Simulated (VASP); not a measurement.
Here is a VASP 6.6.1 calculation.

POSCAR

```
TiO2
1.0
    0.0000000000      4.2191750000      4.2191750000
    4.2191750000      0.0000000000      4.2191750000
    4.2191750000      4.2191750000      0.0000000000
Ti O
4 8
Direct
    0.6250000000      0.6250000000      0.1250000000
    0.1250000000      0.6250000000      0.6250000000
    0.6250000000      0.1250000000      0.6250000000
    0.6250000000      0.6250000000      0.6250000000
    0.3907990000      0.3907990000      0.3907990000
    0.3907990000      0.8276030000      0.3907990000
    0.3907990000      0.3907990000      0.8276030000
    0.8276030000      0.3907990000      0.3907990000
    0.8592010000      0.8592010000      0.4223970000
    0.4223970000      0.8592010000      0.8592010000
    0.8592010000      0.4223970000      0.8592010000
    0.8592010000      0.8592010000      0.8592010000
```

Contents of INCAR.step1:

```
ALGO = Normal ; EDIFF = 1E-4
ENCUT = 600 ; GGA = PE
ISMEAR = 0 ; LASPH = True
LCHARG = False ; LREAL = False
LUSENCCL = False ; LWAVE = True
NELM = 80 ; PREC = Accurate
SIGMA = 0.02
```

INCAR.step2

```
ALGO = Normal ; EDIFF = 1E-7
EDIFFG = -0.005 ; ENCUT = 600
IBRION = 2 ; ISIF = 3
ISMEAR = 0 ; ISTART = 1
LASPH = True ; LCHARG = False
LMIXTAU = True ; LREAL = False
LUSENCCL = False ; LWAVE = False
METAGGA = R2SCAN ; NELM = 80
NSW = 100 ; PREC = Accurate
SIGMA = 0.02
```

Contents of KPOINTS:

```
k-points
0
Gamma
  6 6 6
```

Potentials or basis: VASP PAW PBE potentials, release 64 (Ti_sv, O).

Run with:

```console
$ cat potpaw_PBE.64/Ti_sv/POTCAR potpaw_PBE.64/O/POTCAR > POTCAR
$ cp INCAR.step1 INCAR
$ mpirun -np 1 vasp_std > vasp.out
$ cp INCAR.step2 INCAR
$ mpirun -np 1 vasp_std > vasp.out
```

Estimate the band gap on the k mesh.

2.19 eV (least direct gap 2.23 eV).

Predict the relaxed cell.

a = 5.919 Å, b = 5.919 Å, c = 5.919 Å, α = 60.00°, β = 60.00°, γ = 60.00°.

What does it give for the space group after relaxing (to 0.1 Å)?

Fd-3m (No. 227).

Final structure:
```
CELL_PARAMETERS angstrom
0.00000 4.18530 4.18530
4.18530 0.00000 4.18530
4.18530 4.18530 0.00000
ATOMIC_POSITIONS crystal
Ti 0.62500 0.62500 0.12500
Ti 0.12500 0.62500 0.62500
Ti 0.62500 0.12500 0.62500
Ti 0.62500 0.62500 0.62500
O 0.39073 0.39073 0.39073
O 0.39073 0.82781 0.39073
O 0.39073 0.39073 0.82781
O 0.82781 0.39073 0.39073
O 0.85927 0.85927 0.42219
O 0.42219 0.85927 0.85927
O 0.85927 0.42219 0.85927
O 0.85927 0.85927 0.85927
```

 A k mesh can miss the band edges.
